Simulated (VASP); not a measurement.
Au, 2 atoms in the cell. It takes space group P2_1/m (No. 11, monoclinic). The conventional cell has a = 2.900 Å, b = 4.880 Å, c = 2.900 Å, α = 90.00°, β = 120.00°, γ = 90.00°. Au (site symmetry m) has 12 Au at 2.86 to 3.08 Å within 3.8 Å.  This cell differs from its parent crystal: atom 1 (Au) moved by (-0.225, +0.000) A along x and y.

```yaml
Program: VASP 6.6.1
Task: single point
Functional: PBEsol
Potentials_or_basis: VASP PAW PBE potentials, release 64 (Au)
Cutoff: 520 eV
k_mesh: 18 × 18 × 10
Occupations: gaussian, width 0.15 eV
Spin: no spin polarisation
Dipole_correction: no
Further_INCAR_settings: ALGO = Fast; EDIFF = 1e-07; NBANDS = 18
```

Potentials or basis: VASP PAW PBE potentials, release 64 (Au).

Launch:

```sh
$ cat potpaw_PBE.64/Au/POTCAR > POTCAR
$ mpirun -np 1 vasp_std > vasp.out
```

Hardware: 1 thread of AMD EPYC 9R45 96-Core Processor (Zen 5), on a shared host.

**Question.** Estimate the wall time of this run.

**Answer.** It took 5.4 min on 1 thread of AMD EPYC 9R45 96-Core Processor (Zen 5), with other jobs on the host, peak memory 0.55 GiB. Counts: scf iterations 13, k points 984.
